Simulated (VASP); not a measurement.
# HfNb3F (Pm-3m) in VASP: a series of runs, part 2 of 2

VASP 6.6.1.

## (3) Relaxation of cell and atoms, PBE

This run uses another cell than the first one, of 15.50 Å³/atom, 0.907 times its volume.

The input, INCAR:

```
SYSTEM = HfNb3F
PREC     = Accurate       ! precision mode
ENCUT    = 600            ! plane-wave cutoff, eV
EDIFF    = 1E-7           ! SCF threshold, eV
ISMEAR   = 0              ! smearing method
SIGMA    = 0.1            ! smearing width, eV
LREAL    = .False.        ! projectors in reciprocal space
LASPH    = .True.         ! aspherical terms in the spheres
NELM     = 120            ! most SCF steps
ALGO     = Normal         ! electronic algorithm
ISIF     = 3              ! what is computed and relaxed
LWAVE    = .False.        ! write WAVECAR
LCHARG   = .False.        ! write CHGCAR
GGA      = PE             ! functional
IBRION   = 2              ! ionic algorithm
NSW      = 90             ! ionic steps
EDIFFG   = -0.04          ! ionic threshold
GGA_COMPAT= .False.      
NELMIN   = 4
```

The input, KPOINTS:

```
Automatic mesh
0
Gamma
  4 4 4
  0 0 0
```

The input, POSCAR:

```
HfNb3F
1.0
    4.2631499800      0.0000000000      0.0000000000
    0.0000000000      4.2631499800      0.0000000000
    0.0000000000      0.0000000000      4.2631499800
Hf Nb F
1 3 1
Direct
    0.0000000000      0.0000000000      0.0000000000
    0.0000000000      0.5000000000      0.5000000000
    0.5000000000      0.0000000000      0.5000000000
    0.5000000000      0.5000000000      0.0000000000
    0.5000000000      0.5000000000      0.5000000000
```

Potentials or basis: VASP PAW PBE potentials, release 64 (Hf_pv, Nb_sv, F).

The run is started by

```console
$ cat potpaw_PBE.64/Hf_pv/POTCAR potpaw_PBE.64/Nb_sv/POTCAR potpaw_PBE.64/F/POTCAR > POTCAR
$ mpirun -np 1 vasp_std > vasp.out
```

OUTCAR:

```text
SYSTEM = HfNb3F
   PREC = Accurate
   ENCUT = 600
   EDIFF = 1E-7
   ISMEAR = 0
   LREAL = .False.
   LASPH = .True.
   NELM = 120
   ISIF = 3
   GGA = PE
   IBRION = 2
   NSW = 90
   EDIFFG = -0.04
   NELMIN = 4

 ion  position               nearest neighbor table
   1  0.000  0.000  0.000-   2 3.01   3 3.01   4 3.01   2 3.01   3 3.01   2 3.01   4 3.01   2 3.01
                             3 3.01   4 3.01   3 3.01   4 3.01
   2  0.000  0.500  0.500-   5 2.13   5 2.13   4 3.01   1 3.01   1 3.01   4 3.01   1 3.01   3 3.01
                             1 3.01   3 3.01   4 3.01   3 3.01   4 3.01   3 3.01
   3  0.500  0.000  0.500-   5 2.13   5 2.13   4 3.01   1 3.01   1 3.01   4 3.01   2 3.01   4 3.01
                             2 3.01   4 3.01   1 3.01   2 3.01   1 3.01   2 3.01
   4  0.500  0.500  0.000-   5 2.13   5 2.13   3 3.01   1 3.01   2 3.01   3 3.01   2 3.01   1 3.01
                             3 3.01   3 3.01   1 3.01   2 3.01   2 3.01   1 3.01
   5  0.500  0.500  0.500-   2 2.13   3 2.13   4 2.13   4 2.13   3 2.13   2 2.13

  LATTYP: Found a simple cubic cell.
 ALAT       =     4.2631499800

  Lattice vectors:

 A1 = (   4.2631499800,   0.0000000000,   0.0000000000)
 A2 = (   0.0000000000,   4.2631499800,   0.0000000000)
 A3 = (   0.0000000000,   0.0000000000,   4.2631499800)

Analysis of symmetry for initial positions (statically):
=====================================================================
 Subroutine PRICEL returns:
 Original cell was already a primitive cell.

[... 148 lines left out ...]
 maximum number of plane-waves:      2612
 NGX is ok and might be reduce to    36
   NGX = 17   NGY = 17   NGZ = 17

--------------------------------------- Ionic step        1  -------------------------------------------

 number of electron      56.0000012 magnetization

 Free energy of the ion-electron system (eV)
  ---------------------------------------------------
  ext. energy  EPLUGINS =         0.00000000
  ---------------------------------------------------
  free energy    TOTEN  =       -42.54496303 eV

  energy without entropy =      -42.52657320  energy(sigma->0) =      -42.53576811

 E-fermi :  10.8256     XC(G=0): -12.5257

 val. band max:       10.7979380277   @ k =   0.5000   0.0000   0.0000
 cond. band min:      10.8479072181   @ k =   0.2500   0.2500   0.0000
 fundamental gap:      0.0499691904
 Fermi energy:        10.8256477364

 k-point     1 :       0.0000    0.0000    0.0000
  band No.  band energies     occupation
      1     -44.5280      2.00000
      2     -44.3299      2.00000
      3     -44.3299      2.00000
      4     -21.2655      2.00000
      5     -21.2655      2.00000
      6     -21.2655      2.00000
[... 465 lines left out ...]
--------------------------------------- Ionic step        4  -------------------------------------------

 number of electron      55.9999988 magnetization

 Free energy of the ion-electron system (eV)
  ---------------------------------------------------
  ext. energy  EPLUGINS =         0.00000000
  ---------------------------------------------------
  free energy    TOTEN  =       -42.95932564 eV

  energy without entropy =      -42.93777005  energy(sigma->0) =      -42.94854784

 E-fermi :   9.4958     XC(G=0): -12.0178

 val. band max:        9.4875826321   @ k =   0.5000   0.0000   0.0000
 cond. band min:       9.6036731123   @ k =   0.2500   0.2500   0.0000
 fundamental gap:      0.1160904802
 Fermi energy:         9.4958228576

 k-point     1 :       0.0000    0.0000    0.0000
  band No.  band energies     occupation
      1     -45.8676      2.00000
      2     -45.7398      2.00000
      3     -45.7398      2.00000
      4     -22.4276      2.00000
      5     -22.4276      2.00000
      6     -22.4276      2.00000
[... 381 lines left out ...]
  FREE ENERGIE OF THE ION-ELECTRON SYSTEM (eV)
  ---------------------------------------------------
  free  energy   TOTEN  =       -42.9593256381 eV

  energy  without entropy=      -42.9377700491  energy(sigma->0) =      -42.94854784

 reached required accuracy - stopping structural energy minimisation
```

Run time: 1.7 min. Hardware: 1 thread of AMD EPYC 9R45 (Zen 5), shared host; peak memory 0.2 GiB.

What came out:

* Free energy: -42.9593 eV
* Relaxed volume: 17.10 Å³/atom
* Relaxed cell: a = 4.405 Å, b = 4.405 Å, c = 4.405 Å, α = 90.00°, β = 90.00°, γ = 90.00°
* Space group after relaxing (to 0.05 Å): Pm-3m (No. 221)
* Energy gained by relaxing: 82.9 meV/atom
* Ionic steps: 4
* Pressure after relaxing: -0.1 GPa
* Band gap on the k mesh: zero (band 28 reaches 9.87 eV, above the bottom of band 29 at 8.90 eV)

The path:
```csv
step,energy change (eV),largest force (eV/Å),pressure (GPa),volume (Å³)
1,0.0000,0.0000,18.30,77.48
2,0.3639,0.0000,-16.12,99.07
3,-0.4137,0.0000,-0.60,85.78
4,-0.4144,0.0000,-0.08,85.48
```

Final structure:
```yaml
crystal:
  lattice:
    - [4.40517, 0.00000, 0.00000]
    - [0.00000, 4.40517, 0.00000]
    - [0.00000, 0.00000, 4.40517]
  atoms:
    - { symbol: Hf, position: [0.00000, 0.00000, 0.00000] }
    - { symbol: Nb, position: [0.00000, 0.50000, 0.50000] }
    - { symbol: Nb, position: [0.50000, 0.00000, 0.50000] }
    - { symbol: Nb, position: [0.50000, 0.50000, 0.00000] }
    - { symbol: F, position: [0.50000, 0.50000, 0.50000] }
```

Levels at points of the mesh, in eV from the Fermi level:
```
           k point  band 24  band 25  band 26  band 27  band 28  band 29  band 30  band 31  band 32  band 33
(0.00, 0.00, 0.00)    -3.44    -3.44    -0.14    -0.14    -0.14     0.19     1.51     1.51     3.16     3.16
(0.50, 0.00, 0.00)    -1.72    -1.72    -1.50    -0.62    -0.62    -0.01     0.73     1.07     1.07     1.17
(0.50, 0.50, 0.00)    -1.49    -1.49    -1.39    -0.87    -0.87    -0.59    -0.43     0.83     1.30     1.31
(0.50, 0.50, 0.50)    -0.56    -0.56    -0.56     0.37     0.37     0.58     0.58     0.58     1.80     1.80
```

Caveat: the k points lie up to 0.36 Å⁻¹ apart in the final cell; spin-orbit coupling is left out, which moves the levels of the heavy elements.

## (4) Single point, PBE

This run uses another cell than the first one, of 17.18 Å³/atom, 1.005 times its volume.

The input, INCAR:

```
SYSTEM = HfNb3F
PREC = Accurate
ENCUT = 600
EDIFF = 1E-6
ISMEAR = 0
SIGMA = 0.1
LREAL = .FALSE.
LASPH = .TRUE.
NELM = 120
ALGO = Normal
ISIF = 2
LWAVE = .FALSE.
LCHARG = .FALSE.
GGA = PE
NBANDS = 36
GGA_COMPAT = .FALSE.
```

The input, KPOINTS:

```
Automatic mesh
0
G
  8 8 8
  0 0 0
```

POSCAR, as its differences from that of step 3:

```diff
@@ -2,5 +2,5 @@
 1.0
-    4.2631499800      0.0000000000      0.0000000000
-    0.0000000000      4.2631499800      0.0000000000
-    0.0000000000      0.0000000000      4.2631499800
+    4.4122734971      0.0000000000      0.0000000000
+    0.0000000000      4.4122734971      0.0000000000
+    0.0000000000      0.0000000000      4.4122734971
 Hf Nb F
```

The run is started by

```console
$ cat potpaw_PBE.64/Hf_pv/POTCAR potpaw_PBE.64/Nb_sv/POTCAR potpaw_PBE.64/F/POTCAR > POTCAR
$ mpirun -np 1 vasp_std > vasp.out
```

Run time: 97 s. Hardware: 1 thread of AMD EPYC 9R45 (Zen 5), shared host; peak memory 0.25 GiB.

Results (log left out):

* Free energy: -42.8646 eV
* Pressure: -0.4 GPa
* Band gap on the k mesh: zero (band 28 reaches 9.80 eV, above the bottom of band 29 at 8.86 eV)

Levels at points of the mesh, in eV from the Fermi level:
```csv
k point,band 25,band 26,band 27,band 28,band 29,band 30,band 31,band 32
"(0.00, 0.00, 0.00)",-3.39,-0.12,-0.12,-0.12,0.21,1.53,1.53,3.16
"(0.50, 0.00, 0.00)",-1.69,-1.48,-0.59,-0.59,0.00,0.75,1.08,1.08
"(0.50, 0.50, 0.00)",-1.46,-1.37,-0.85,-0.85,-0.56,-0.42,0.84,1.32
"(0.50, 0.50, 0.50)",-0.54,-0.54,0.38,0.38,0.58,0.58,0.58,1.82
```

Caveat: spin-orbit coupling is left out, which moves the levels of the heavy elements.

## (5) Relaxation of cell and atoms, PBE

The input, INCAR:

```
PREC = Accurate
ENCUT = 600
EDIFF = 1E-7
ISMEAR = 0
SIGMA = 0.1
LREAL = False
LASPH = True
NELM = 120
ALGO = Normal
ISIF = 3
LWAVE = False
LCHARG = False
GGA = PE
IBRION = 2
NSW = 100
EDIFFG = -0.01
GGA_COMPAT = False
NELMIN = 4
```

The input, KPOINTS:

```
Automatic mesh
0
Gamma
  8 8 8
```

POSCAR, as its differences from that of step 4:

```diff
@@ -2,5 +2,5 @@
 1.0
-    4.4122734971      0.0000000000      0.0000000000
-    0.0000000000      4.4122734971      0.0000000000
-    0.0000000000      0.0000000000      4.4122734971
+    4.4045688983      0.0000000000      0.0000000000
+    0.0000000000      4.4045688983      0.0000000000
+    0.0000000000      0.0000000000      4.4045688983
 Hf Nb F
```

The run is started by

```console
$ cat potpaw_PBE.64/Hf_pv/POTCAR potpaw_PBE.64/Nb_sv/POTCAR potpaw_PBE.64/F/POTCAR > POTCAR
$ mpirun -np 1 vasp_std > vasp.out
```

Run time: 3.5 min. Hardware: 1 thread of AMD EPYC 9R45 (Zen 5), shared host; peak memory 0.26 GiB.

Results (log left out):

```
Free energy                            : -42.8645 eV
Relaxed volume                         : 17.13 Å³/atom
Relaxed cell                           : a = 4.408 Å, b = 4.408 Å, c = 4.408 Å, α = 90.00°, β = 90.00°, γ = 90.00°
Space group after relaxing (to 0.05 Å) : Pm-3m (No. 221)
Energy gained by relaxing              : 0.0 meV/atom
Ionic steps                            : 3
Pressure after relaxing                : 0.0 GPa
Band gap on the k mesh                 : zero (band 28 reaches 9.83 eV, above the bottom of band 29 at 8.89 eV)
```

Step by step:
```
step  energy change (eV)  largest force (eV/Å)  pressure (GPa)  volume (Å³)
   1              0.0000                0.0000            0.36        85.45
   2              0.0002                0.0000           -0.46        85.92
   3             -0.0002                0.0000            0.00        85.65
```

Final structure:
```
CELL_PARAMETERS angstrom
4.40809 0.00000 0.00000
0.00000 4.40809 0.00000
0.00000 0.00000 4.40809
ATOMIC_POSITIONS crystal
Hf 0.00000 0.00000 0.00000
Nb 0.00000 0.50000 0.50000
Nb 0.50000 0.00000 0.50000
Nb 0.50000 0.50000 0.00000
F 0.50000 0.50000 0.50000
```

Levels at points of the mesh, in eV from the Fermi level:
```
           k point  band 26  band 27  band 28  band 29  band 30  band 31
(0.00, 0.00, 0.00)    -0.12    -0.12    -0.12     0.22     1.53     1.53
(0.50, 0.00, 0.00)    -1.49    -0.60    -0.60     0.00     0.76     1.09
(0.50, 0.50, 0.00)    -1.37    -0.86    -0.86    -0.56    -0.43     0.84
(0.50, 0.50, 0.50)    -0.54     0.38     0.38     0.59     0.59     0.59
```

Caveat: spin-orbit coupling is left out, which moves the levels of the heavy elements.

## (6) The runs side by side

```tsv
task	cell	k mesh	gap on the mesh (eV)	pressure (GPa)	relaxed volume (Å³/atom)
single point	a = 4.405 Å, 5 atoms	4 × 4 × 4	none	-0.1	-
relaxation of cell and atoms	relaxed from a = 4.263 Å, 5 atoms	4 × 4 × 4	none	-0.1	17.10
single point	a = 4.412 Å, 5 atoms	8 × 8 × 8	none	-0.4	-
relaxation of cell and atoms	relaxed from a = 4.405 Å, 5 atoms	8 × 8 × 8	none	0.0	17.13
```

Alike in all rows: level PBE; potentials or basis VASP PAW PBE potentials, release 64 (Hf_pv, Nb_sv, F); no spin polarisation; cutoff (eV) 600; smearing gaussian 0.1 eV.

Caveats: some runs use coarse meshes; spin-orbit coupling is left out, which moves the levels of the heavy elements.

Total energies depend on the potentials used, so only differences within one code and one set of settings carry meaning.
